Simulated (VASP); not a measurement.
Write the native input for VASP 6.6.1 that does the following.

```
Task                   : single point
Functional             : PBE
Potentials or basis    : VASP PAW PBE potentials, release 64 (Ge_d)
Cutoff                 : 500 eV
k mesh                 : 10 × 10 × 10
Occupations            : methfessel-paxton, width 0.025 eV
Spin                   : no spin polarisation
Dipole correction      : no
Further INCAR settings : ALGO = Normal; EDIFF = 1e-06; NBANDS = 13
```

The structure of Ge lies in POSCAR:

```
Ge
1.0
    0.0000000000      2.0983605250      2.0983605250
    2.0983605250      0.0000000000      2.0983605250
    2.0983605250      2.0983605250      0.0000000000
Ge
1
Direct
   -0.0276072992      0.0047768791      0.0141419650
```

These files were run (other wordings do the same):

INCAR

```
SYSTEM = Ge
PREC = Accurate
ENCUT = 500
EDIFF = 1E-6
ISMEAR = 1
SIGMA = 0.025
LREAL = .False.
LASPH = .True.
NELM = 120
ALGO = Normal
ISIF = 2
LWAVE = .False.
LCHARG = .False.
GGA = PE
NBANDS = 13
GGA_COMPAT = .False.
```

KPOINTS

```
regular mesh
0
Gamma
  10 10 10
  0 0 0
```

Potentials or basis: VASP PAW PBE potentials, release 64 (Ge_d).

Run with:

```console
$ cat potpaw_PBE.64/Ge_d/POTCAR > POTCAR
$ mpirun -np 1 vasp_std > vasp.out
```

It gave:

* Pressure: 3.6 GPa
* Band gap on the k mesh: zero (band 7 reaches 16.23 eV, above the bottom of band 8 at 4.69 eV)

Run time: 9.3 s on 1 thread of AMD EPYC 7R43 64-Core Processor (Zen 3), on a shared host, peak memory 0.11 GiB.
